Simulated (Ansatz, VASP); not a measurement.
One calculation of Pd, two programs

```
CELL_PARAMETERS angstrom
-1.56875 1.56875 1.56875
1.56875 -1.56875 1.56875
1.56875 1.56875 -1.56875
ATOMIC_POSITIONS crystal
Pd 0.00000 0.00000 0.00000
```

Alike in both runs: functional PBE; k mesh 18 × 18 × 18; occupations fermi-dirac, width 0.05 eV; no spin polarisation.

Ansatz relaxed the structure, and its values are those at the end. VASP's run is a single point on that final structure, the one shown.

|  | VASP | Ansatz |
| --- | --- | --- |
| version | VASP 6.6.1 | Ansatz 0.2.0 |
| potentials or method | VASP PAW PBE potentials, release 64 (Pd) | PAW with Ansatz's default frozen-core files, scalar-relativistic |
| plane-wave cutoff (eV) | 520 | 420 |
| valence electrons in the cell | 10 | 18 |

VASP gave:

```
pressure (GPa) : -0.3
```

**Question.** Estimate Ansatz's values.

**Answer.** Pressure (GPa): 0.0.

The functional is the same, so the differences come from potentials, cutoffs and numerics. VASP's potentials hold 10 valence electrons a cell and Ansatz's 18, so a difference there can come from the potentials and not from the codes.
